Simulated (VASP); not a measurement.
Write the native input for VASP 6.6.1 that does the following.

- Task: single point
- Functional: PBE
- Potentials or basis: VASP PAW PBE potentials, release 64 (K_sv, B, H)
- Cutoff: 520 eV
- k mesh: 5 × 5 × 4
- Occupations: fermi-dirac, width 0.05 eV
- Spin: no spin polarisation
- Dipole correction: no
- Further INCAR settings: LREAL = Auto; ALGO = Normal; EDIFF = 1e-06; NBANDS = 44

The structure of KB3H8 lies in POSCAR:

```
KB3H8
1.0
    3.7128150000     -4.0404300000      0.0000000000
    3.7128150000      4.0404300000      0.0000000000
    0.0000000000      0.0000000000      8.1959500000
K B H
2 6 16
Direct
    0.6654514242      0.3345485758      0.7500000000
    0.3345485758      0.6654514242      0.2500000000
    0.2805511384      0.7194488616      0.6403502566
    0.7194488616      0.2805511384      0.1403502566
    0.7194488616      0.2805511384      0.3596497434
    0.2805511384      0.7194488616      0.8596497434
    0.0911664064      0.9088335936      0.7500000000
    0.9088335936      0.0911664064      0.2500000000
    0.2028993698      0.5206490863      0.5890172102
    0.7971006302      0.4793509137      0.0890172102
    0.5206490863      0.2028993698      0.4109827898
    0.4793509137      0.7971006302      0.9109827898
    0.7971006302      0.4793509137      0.4109827898
    0.2028993698      0.5206490863      0.9109827898
    0.4793509137      0.7971006302      0.5890172102
    0.5206490863      0.2028993698      0.0890172102
    0.1374436733      0.8625563267      0.5769690025
    0.8625563267      0.1374436733      0.0769690025
    0.8625563267      0.1374436733      0.4230309975
    0.1374436733      0.8625563267      0.9230309975
    0.8729317429      0.8531347148      0.7500000000
    0.1270682571      0.1468652852      0.2500000000
    0.8531347148      0.8729317429      0.2500000000
    0.1468652852      0.1270682571      0.7500000000
```

One way to write it, as run:

INCAR

```
SYSTEM = KB3H8
PREC     = Accurate       ! precision mode
ENCUT    = 520            ! plane-wave cutoff, eV
EDIFF    = 1E-6           ! SCF threshold, eV
ISMEAR   = -1             ! smearing method
SIGMA    = 0.05           ! smearing width, eV
LREAL    = Auto         
LASPH    = .True.         ! aspherical terms in the spheres
NELM     = 100            ! most SCF steps
ALGO     = Normal         ! electronic algorithm
ISIF     = 2              ! what is computed and relaxed
LWAVE    = .False.        ! write WAVECAR
LCHARG   = .False.        ! write CHGCAR
GGA      = PE             ! functional
NBANDS   = 44             ! bands
```

KPOINTS

```
Automatic mesh
0
Gamma
  5 5 4
  0 0 0
```

Potentials or basis: VASP PAW PBE potentials, release 64 (K_sv, B, H).

Run with:

```sh
$ cat potpaw_PBE.64/K_sv/POTCAR potpaw_PBE.64/B/POTCAR potpaw_PBE.64/H/POTCAR > POTCAR
$ mpirun -np 1 vasp_std > vasp.out
```

It gave:

| Quantity | Value |
| --- | --- |
| Pressure | 0.0 GPa |
| Largest force | 0.015 eV/Å |
| Band gap on the k mesh | 5.73 eV, indirect (least direct gap 5.93 eV) |

Wall time 4.6 min on 1 thread of AMD EPYC 9R45 96-Core Processor (Zen 5) (shared host), peak memory 0.38 GiB.
